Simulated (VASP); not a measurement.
TaSi2:

```
Ta Si
1.0
     3.18178    0.00000    0.00000
    -1.59089    2.75551    0.00000
     0.00000    0.00000    5.32657
Ta Si
1 2
Direct
  0.00000 0.00000 0.00000
  0.33333 0.66667 0.50000
  0.66667 0.33333 0.50000
```

| Quantity | Value |
| --- | --- |
| Program | VASP 6.6.1 |
| Task | relaxation of cell and atoms |
| Functional | PBE |
| Potentials or basis | VASP PAW PBE potentials, release 64 (Ta_pv, Si) |
| Cutoff | 600 eV |
| k mesh | 6 × 6 × 4 |
| Occupations | gaussian, width 0.1 eV |
| Spin | no spin polarisation |

At the start: pressure 65.0 GPa; volume 15.57 Å³/atom.

Task: How do energy, volume and symmetry change on relaxing?

Result: Over 17 steps the energy falls by 2837.5 meV/atom and the volume is 14.65 Å³/atom (-5.9 %); space group P6/mmm (No. 191, to 0.05 Å).

The path:
| step | energy change (eV) | largest force (eV/Å) | pressure (GPa) | volume (Å³) |
| --- | --- | --- | --- | --- |
| 1 | 0.0000 | 0.0000 | 65.00 | 46.70 |
| 2 | -1.3344 | 0.0000 | -18.39 | 95.77 |
| 3 | -4.3358 | 0.0000 | -13.66 | 65.98 |
| 4 | -4.4121 | 0.0000 | -10.99 | 64.06 |
| 5 | -4.4294 | 0.0000 | -8.08 | 62.35 |
| 6 | -5.4846 | 0.0000 | -7.36 | 55.52 |
| 7 | -6.7366 | 0.0000 | -0.24 | 48.02 |
| 8 | -5.4686 | 0.0000 | 99.81 | 32.55 |
| 9 | -7.2060 | 0.0000 | 19.87 | 41.56 |
| 10 | -7.2277 | 0.0000 | 14.57 | 42.63 |
| 11 | -7.5799 | 0.0000 | 6.88 | 43.67 |
| 12 | -8.1960 | 0.0000 | 0.79 | 44.15 |
| 13 | -7.1654 | 0.0000 | 15.12 | 43.25 |
| 14 | -8.5122 | 0.0000 | -0.45 | 44.14 |
| 15 | -8.5108 | 0.0000 | -0.61 | 44.15 |
| 16 | -8.5121 | 0.0000 | 0.53 | 43.89 |
| 17 | -8.5124 | 0.0000 | 0.21 | 43.96 |

Final structure:
```
CELL_PARAMETERS angstrom
4.32895 0.00000 0.00000
-2.16447 3.74898 0.00000
0.00000 0.00000 2.70863
ATOMIC_POSITIONS crystal
Ta 0.00000 0.00000 0.00000
Si 0.33333 0.66667 0.50000
Si 0.66667 0.33333 0.50000
```

Caveat: the k points lie up to 0.58 Å⁻¹ apart in the final cell.
